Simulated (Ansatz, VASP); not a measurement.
# KBr in VASP and in Ansatz

Contents of POSCAR:

```
KBr
1.0
    0.0000000000      3.3024387010      3.2720562649
    3.3024387010      0.0000000000      3.2720562649
    3.3024387010      3.3024387010      0.0000000000
K Br
1 1
Direct
    0.0000000000      0.0000000000      0.0000000000
    0.5000000000      0.5000000000      0.5000000000
```

The input INCAR.step1:

```
SYSTEM = KBr
PREC = Accurate
ENCUT = 520
EDIFF = 1E-5
ISMEAR = 0
SIGMA = 0.01
LREAL = .FALSE.
LASPH = .TRUE.
NELM = 60
ALGO = Normal
ISIF = 2
LWAVE = .TRUE.
LCHARG = .FALSE.
GGA = PE
NBANDS = 15
```

The input INCAR.step2:

```
SYSTEM = KBr
PREC = Accurate
ENCUT = 520
EDIFF = 1E-6
ISMEAR = 0
SIGMA = 0.01
LREAL = .FALSE.
LASPH = .TRUE.
NELM = 60
ALGO = Normal
ISIF = 2
LWAVE = .FALSE.
LCHARG = .FALSE.
GGA = PE
LHFCALC = .TRUE.
HFSCREEN = 0.2079
PRECFOCK = Normal
ISTART = 1
NBANDS = 15
```

File KPOINTS:

```
regular mesh
0
G
  4 4 4
  0 0 0
```

Input for Ansatz:

```yaml
crystal:
  lattice:
    - [0.0, 3.302438701, 3.2720562649]
    - [3.302438701, 0.0, 3.2720562649]
    - [3.302438701, 3.302438701, 0.0]
  atoms:
    - { symbol: K, position: [0.0, 0.0, 0.0] }
    - { symbol: Br, position: [0.5, 0.5, 0.5] }
kpoints:
  mp_grid: { grid: [4, 4, 4] }
  band_path:
    path:
      - [0.0, 0.0, 0.0]
      - [0.5, 0.0, 0.5]
      - [0.625, 0.25, 0.625]
      - [0.375, 0.375, 0.75]
      - [0.5, 0.5, 0.5]
      - [0.5, 0.25, 0.75]
    npoints: 1
hamiltonian:
  xc: hse06
scf:
  occupations: { method: fixed }
  n_extra_bands: 4
output:
  forces: true
  stress: true
  eigenvalues: true
  write_density: true
  write_potential: true
  elf: true
  volumetric_format: npy
```

Change from the starting cell: uniaxial_z strain -0.9%.

Alike in both runs: task single point; functional HSE06; k mesh 4 × 4 × 4; no spin polarisation.

|  | VASP | Ansatz |
| --- | --- | --- |
| version | VASP 6.6.1 | Ansatz 0.2.0 |
| potentials or method | VASP PAW PBE potentials, release 64 (K_sv, Br) | plane waves, PAW |
| plane-wave cutoff (eV) | 520 | 420 |
| occupations | gaussian, width 0.01 eV | fixed |
| valence electrons in the cell | 16 | 16 |

|  | VASP | Ansatz | Ansatz less VASP |
| --- | --- | --- | --- |
| gap on the k mesh at the Fermi level (eV) | 5.62 | 5.62 | +0.003 |
| pressure (GPa) | 0.6 | 0.6 | -0.02 |
| traceless stress, the component that is largest in VASP (GPa) | 0.21 | 0.21 | -0.003 |

Ansatz's warnings: stress exchange threshold loose, stress scf threshold loose.
